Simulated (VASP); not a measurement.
# CoSi (P2_13) in VASP: a series of runs

CoSi is run at these levels: PBEsol, r2SCAN, PBE; tasks: single point.

Everything below comes from runs of VASP 6.6.1. Logs are shortened: lines on timing, memory, paths and dates and some standing lists are left out, and cuts for length are marked.

## (1) The cell of the first run

It takes space group P2_13 (No. 198, cubic). Conventional cell: a = 4.431 Å, b = 4.431 Å, c = 4.431 Å, α = 90.00°, β = 90.00°, γ = 90.00°. Within 3.1 Å of Co (site symmetry 3) lie 7 Si at 2.32 to 2.43 Å and 6 Co at 2.72 Å. Si (site symmetry 3) has 7 Co at 2.32 to 2.43 Å and 6 Si at 2.74 Å within 3.1 Å.

## (2) Single point, PBEsol

Contents of INCAR:

```
PREC = Accurate
ENCUT = 520
EDIFF = 1E-6
ISMEAR = 0
SIGMA = 0.1
LREAL = False
LASPH = True
NELM = 100
ALGO = Normal
ISIF = 2
LWAVE = False
LCHARG = False
GGA = PS
NBANDS = 36
```

Contents of KPOINTS:

```
Automatic mesh
0
Gamma
  8 8 8
```

Contents of POSCAR:

```
CoSi
1.0
    4.4308490700      0.0000000000      0.0000000000
    0.0000000000      4.4308490700      0.0000000000
    0.0000000000      0.0000000000      4.4308490700
Co Si
4 4
Direct
    0.1450189116      0.1450189116      0.1450189116
    0.3549810884      0.8549810884      0.6450189116
    0.6450189116      0.3549810884      0.8549810884
    0.8549810884      0.6450189116      0.3549810884
    0.8431597104      0.8431597104      0.8431597104
    0.6568402896      0.1568402896      0.3431597104
    0.3431597104      0.6568402896      0.1568402896
    0.1568402896      0.3431597104      0.6568402896
```

Potentials or basis: VASP PAW PBE potentials, release 64 (Co, Si).

Run with:

```console
> cat potpaw_PBE.64/Co/POTCAR potpaw_PBE.64/Si/POTCAR > POTCAR
> mpirun -np 1 vasp_std > vasp.out
```

OUTCAR:

```text
PREC = Accurate
   ENCUT = 520
   EDIFF = 1E-6
   ISMEAR = 0
   LREAL = False
   LASPH = True
   NELM = 100
   ISIF = 2
   GGA = PS

 ion  position               nearest neighbor table
   1  0.145  0.145  0.145-   5 2.32   6 2.34   7 2.34   8 2.34   7 2.43   8 2.43   6 2.43   3 2.72
                             4 2.72   2 2.72   2 2.72   4 2.72   3 2.72
   2  0.355  0.855  0.645-   6 2.32   5 2.34   7 2.34   8 2.34   7 2.43   8 2.43   5 2.43   1 2.72
                             1 2.72   3 2.72   3 2.72   4 2.72   4 2.72
   3  0.645  0.355  0.855-   7 2.32   6 2.34   5 2.34   8 2.34   8 2.43   6 2.43   5 2.43   1 2.72
                             4 2.72   2 2.72   2 2.72   4 2.72   1 2.72
   4  0.855  0.645  0.355-   8 2.32   6 2.34   7 2.34   5 2.34   6 2.43   5 2.43   7 2.43   1 2.72
                             3 2.72   2 2.72   1 2.72   2 2.72   3 2.72
   5  0.843  0.843  0.843-   1 2.32   2 2.34   3 2.34   4 2.34   3 2.43   4 2.43   2 2.43   7 2.74
                             7 2.74   8 2.74   6 2.74   8 2.74   6 2.74
   6  0.657  0.157  0.343-   2 2.32   1 2.34   3 2.34   4 2.34   3 2.43   4 2.43   1 2.43   8 2.74
                             8 2.74   7 2.74   7 2.74   5 2.74   5 2.74
   7  0.343  0.657  0.157-   3 2.32   2 2.34   1 2.34   4 2.34   4 2.43   2 2.43   1 2.43   5 2.74
                             5 2.74   8 2.74   8 2.74   6 2.74   6 2.74
   8  0.157  0.343  0.657-   4 2.32   2 2.34   3 2.34   1 2.34   2 2.43   1 2.43   3 2.43   6 2.74
                             6 2.74   7 2.74   5 2.74   7 2.74   5 2.74

  LATTYP: Found a simple cubic cell.
 ALAT       =     4.4308490700

  Lattice vectors:

 A1 = (   4.4308490700,   0.0000000000,   0.0000000000)
 A2 = (   0.0000000000,   4.4308490700,   0.0000000000)
 A3 = (   0.0000000000,   0.0000000000,   4.4308490700)

Analysis of symmetry for initial positions (statically):
=====================================================================
 Subroutine PRICEL returns:
 Original cell was already a primitive cell.

 Routine SETGRP: Setting up the symmetry group for a
 simple cubic supercell.

 Subroutine GETGRP returns: Found 12 space group operations
 (whereof  3 operations were pure point group operations)
 out of a pool of 48 trial point group operations.

The static configuration has the point symmetry C_3 .
 The point group associated with its full space group is T   .

Analysis of symmetry for dynamics (positions and initial velocities):
=====================================================================
 Subroutine PRICEL returns:
 Original cell was already a primitive cell.

 Routine SETGRP: Setting up the symmetry group for a
 simple cubic supercell.

 Subroutine GETGRP returns: Found 12 space group operations
 (whereof  3 operations were pure point group operations)
 out of a pool of 48 trial point group operations.

The dynamic configuration has the point symmetry C_3 .
 The point group associated with its full space group is T   .

 Subroutine INISYM returns: Found 12 space group operations
 (whereof  3 operations are pure point group operations),
 and found     1 'primitive' translations

----------------------------------------------------------------------------------------

                                     Primitive cell

  volume of cell :      86.9883

  direct lattice vectors                    reciprocal lattice vectors
     4.430849070  0.000000000  0.000000000     0.225690378  0.000000000  0.000000000
     0.000000000  4.430849070  0.000000000     0.000000000  0.225690378  0.000000000
     0.000000000  0.000000000  4.430849070     0.000000000  0.000000000  0.225690378

  length of vectors
     4.430849070  4.430849070  4.430849070     0.225690378  0.225690378  0.225690378

  position of ions in fractional coordinates (direct lattice)
     0.145018912  0.145018912  0.145018912
     0.354981088  0.854981088  0.645018912
     0.645018912  0.354981088  0.854981088
     0.854981088  0.645018912  0.354981088
     0.843159710  0.843159710  0.843159710
     0.656840290  0.156840290  0.343159710
     0.343159710  0.656840290  0.156840290
     0.156840290  0.343159710  0.656840290

  ion indices of the primitive-cell ions
   primitive index   ion index
                 1           1
                 2           2
                 3           3
                 4           4
                 5           5
                 6           6
                 7           7
                 8           8

----------------------------------------------------------------------------------------

 KPOINTS: Automatic mesh

Automatic generation of k-mesh.
 Grid dimensions read from file:
 generate k-points for:    8    8    8

 Generating k-lattice:

  Cartesian coordinates                     Fractional coordinates (reciprocal lattice)
     0.028211297  0.000000000  0.000000000     0.125000000  0.000000000  0.000000000
     0.000000000  0.028211297  0.000000000     0.000000000  0.125000000  0.000000000
     0.000000000  0.000000000  0.028211297     0.000000000  0.000000000  0.125000000

  Length of vectors
     0.028211297  0.028211297  0.028211297

  Shift w.r.t. Gamma in fractional coordinates (k-lattice)
     0.000000000  0.000000000  0.000000000

 Subroutine IBZKPT returns following result:
 ===========================================

 Found     45 irreducible k-points:

 Following reciprocal coordinates:
            Coordinates               Weight
  0.000000  0.000000  0.000000      1.000000
  0.125000  0.000000  0.000000      6.000000
  0.250000  0.000000  0.000000      6.000000
  0.375000  0.000000  0.000000      6.000000
  0.500000  0.000000  0.000000      3.000000
  0.125000  0.125000  0.000000     12.000000
[... 16 lines left out ...]
  0.250000  0.125000  0.125000     24.000000
  0.375000  0.125000  0.125000     24.000000
 [... further k-points ...]
   k-points           NKPTS =     45   k-points in BZ     NKDIM =     45   number of bands    NBANDS=     36
   number of dos      NEDOS =    301   number of ions     NIONS =      8
   total plane-waves  NPLWV =  46656
   dimension x,y,z NGX =    36 NGY =   36 NGZ =   36
   dimension x,y,z NGXF=    72 NGYF=   72 NGZF=   72
   ions per type =               4   4
   NGX,Y,Z   is equivalent  to a cutoff of  13.51, 13.51, 13.51 a.u.
   NGXF,Y,Z  is equivalent  to a cutoff of  27.01, 27.01, 27.01 a.u.
 SYSTEM =  unknown system
   PREC   = accura    normal or accurate (medium, high low for compatibility)
   ISTART =      0    job   : 0-new  1-cont  2-samecut
   ICHARG =      2    charge: 1-file 2-atom 10-const
   ISPIN  =      1    spin polarized calculation?
   LNONCOLLINEAR =      F non collinear calculations
   LSORBIT =      F    spin-orbit coupling
   LASPH  =      T    aspherical Exc in radial PAW
   ENCUT  =  520.0 eV  38.22 Ry    6.18 a.u.   8.24  8.24  8.24*2*pi/ulx,y,z
   NELM   =    100;   NELMIN=  2; NELMDL= -5     # of ELM steps
   EDIFF  = 0.1E-05   stopping-criterion for ELM
   LREAL  =      F    real-space projection
   EDIFFG = 0.1E-04   stopping-criterion for IOM
   NSW    =      0    number of steps for IOM
   IBRION =     -1    ionic relax: 0-MD 1-quasi-New 2-CG
   NFREE  =      0    steps in history (QN), initial steepest desc. (CG)
   ISIF   =      2    stress and relaxation
   ISYM   =      2    0-nonsym 1-usesym 2-fastsym
   POTIM  = 0.5000    time-step for ionic-motion
   TEBEG  =    0.0;   TEEND  =   0.0 temperature during run
   PSTRESS=    0.0 pullay stress
   NELECT =      52.0000    total number of electrons
   NUPDOWN=      -1.0000    fix difference up-down
   EMIN   =  10.00;   EMAX   =-10.00  energy-range for DOS
   EFERMI =   0.00;   METHOD = LEGACY
   ISMEAR =     0;   SIGMA  =   0.10  broadening in eV -4-tet -1-fermi 0-gaus
   EFERMI_NEDOS =   21; number of points for ismear=-14 and -15
   IALGO  =     38    algorithm
   IMIX   =      4    mixing-type and parameters
     AMIX     =   0.40;   BMIX     =  1.00
     AMIX_MAG =   1.60;   BMIX_MAG =  1.00
  volume/ion in A,a.u.               =      10.87        73.38
  Fermi-wavevector in a.u.,A,eV,Ry     =   1.379079  2.606080 25.876342  1.901858
  Thomas-Fermi vector in A             =   2.504081
   LORBIT       =      0    0 simple, 1 ext, 2 COOP (PROOUT), +10 PAW based schemes
   GGA     = PS    functional components
   LHFCALC =     F    Hartree Fock is set to
   AEXX    =    0.0000 exact exchange contribution
   IVDW    =     0    specifies the selected vdW correction
   LEPSILON=     F    determine dielectric tensor
   LRPA    =     F    only Hartree local field effects (RPA)
 non-spin polarized calculation
 Gauss-broadening in eV      SIGMA  =   0.10
  energy-cutoff  :      520.00
  volume of cell :       86.99
 maximum number of plane-waves:      2360
 NGX is ok and might be reduce to    36
   NGX = 17   NGY = 17   NGZ = 17

 number of electron      52.0000004 magnetization

 Free energy of the ion-electron system (eV)
  ---------------------------------------------------
  ext. energy  EPLUGINS =         0.00000000
  ---------------------------------------------------
  free energy    TOTEN  =       -59.77144016 eV

  energy without entropy =      -59.76460933  energy(sigma->0) =      -59.76802475

 E-fermi :  12.0079     XC(G=0): -12.9733

 val. band max:       11.9878825479   @ k =   0.5000   0.5000   0.3750
 cond. band min:      12.1273631531   @ k =   0.3750   0.3750   0.3750
 fundamental gap:      0.1394806052
 Fermi energy:        12.0078917510

 k-point     1 :       0.0000    0.0000    0.0000
  band No.  band energies     occupation
      1      -1.6720      2.00000
      2       3.8319      2.00000
      3       3.8319      2.00000
      4       3.8319      2.00000
      5       6.5057      2.00000
      6       6.5057      2.00000
[... 28 lines left out ...]
     35      15.5772      0.00000
     36      16.8416      0.00000
[... 866 lines left out ...]
      6       6.3801      2.00000
[... 28 lines left out ...]
     35      16.8225      0.00000
     36      17.6517      0.00000

 [... further k-points ...]

------------------------ aborting loop because EDIFF is reached ----------------------------------------

  FORCE on cell =-STRESS in cart. coord.  units (eV):
  Direction    XX          YY          ZZ          XY          YZ          ZX
  --------------------------------------------------------------------------------------
  -------------------------------------------------------------------------------------
  Total       -3.6894167     -3.6894167     -3.6894167      0.0000000     -0.0000000      0.0000000
  in kB      -67.9528095    -67.9528095    -67.9528095      0.0000000     -0.0000000      0.0000000
  external PRESSURE =     -67.9528095 kB  Pullay stress =       0.0000000 kB

 VOLUME and BASIS-vectors are now :
 -----------------------------------------------------------------------------
  energy-cutoff  :      520.00
  volume of cell :       86.99
      direct lattice vectors                 reciprocal lattice vectors
     4.430849070  0.000000000  0.000000000     0.225690378  0.000000000  0.000000000
     0.000000000  4.430849070  0.000000000     0.000000000  0.225690378  0.000000000
     0.000000000  0.000000000  4.430849070     0.000000000  0.000000000  0.225690378

 POSITION                                       TOTAL-FORCE (eV/Angst)
 -----------------------------------------------------------------------------------
      0.64256      0.64256      0.64256        -0.011477     -0.011477     -0.011477
      1.57287      3.78829      2.85798         0.011477      0.011477     -0.011477
      2.85798      1.57287      3.78829        -0.011477      0.011477      0.011477
      3.78829      2.85798      1.57287         0.011477     -0.011477      0.011477
      3.73591      3.73591      3.73591        -0.014308     -0.014308     -0.014308
      2.91036      0.69494      1.52049         0.014308      0.014308     -0.014308
      1.52049      2.91036      0.69494        -0.014308      0.014308      0.014308
      0.69494      1.52049      2.91036         0.014308     -0.014308      0.014308
 -----------------------------------------------------------------------------------
    total drift:                               -0.000000      0.000000      0.000000

  FREE ENERGIE OF THE ION-ELECTRON SYSTEM (eV)
  ---------------------------------------------------
  free  energy   TOTEN  =       -59.7714401635 eV

  energy  without entropy=      -59.7646093272  energy(sigma->0) =      -59.76802475
```

It took 1.8 min on 1 thread of Intel Xeon Platinum 8559C (Emerald Rapids), shared host; peak memory 0.26 GiB.

Results:

* Free energy: -59.7714 eV
* Pressure: -6.8 GPa
* Largest force: 0.025 eV/Å
* Band gap on the k mesh: zero (band 26 reaches 11.99 eV, above the bottom of band 27 at 11.77 eV)

Forces on the atoms (eV/Å):
```
Co  -0.011 -0.011 -0.011
Co   0.011  0.011 -0.011
Co  -0.011  0.011  0.011
Co   0.011 -0.011  0.011
Si  -0.014 -0.014 -0.014
Si   0.014  0.014 -0.014
Si  -0.014  0.014  0.014
Si   0.014 -0.014  0.014
```

Levels at points of the mesh, in eV from the Fermi level:
| k point | band 23 | band 24 | band 25 | band 26 | band 27 | band 28 | band 29 | band 30 |
| --- | --- | --- | --- | --- | --- | --- | --- | --- |
| (0.00, 0.00, 0.00) | -0.79 | -0.79 | -0.02 | -0.02 | -0.02 | 2.50 | 2.50 | 2.50 |
| (0.50, 0.00, 0.00) | -0.66 | -0.66 | -0.50 | -0.50 | 0.99 | 0.99 | 1.49 | 1.49 |
| (0.50, 0.50, 0.00) | -1.01 | -1.01 | -0.05 | -0.05 | 0.58 | 0.58 | 2.00 | 2.00 |
| (0.50, 0.50, 0.50) | -1.23 | -1.23 | -0.24 | -0.24 | -0.24 | -0.24 | 5.40 | 5.40 |

Caveat: the PAW data sets were made with another functional, which shifts forces and pressure a little. Spin polarisation is off, so any magnetic state and its effect on volume and gap are missing.

[end of part 1 of 2]
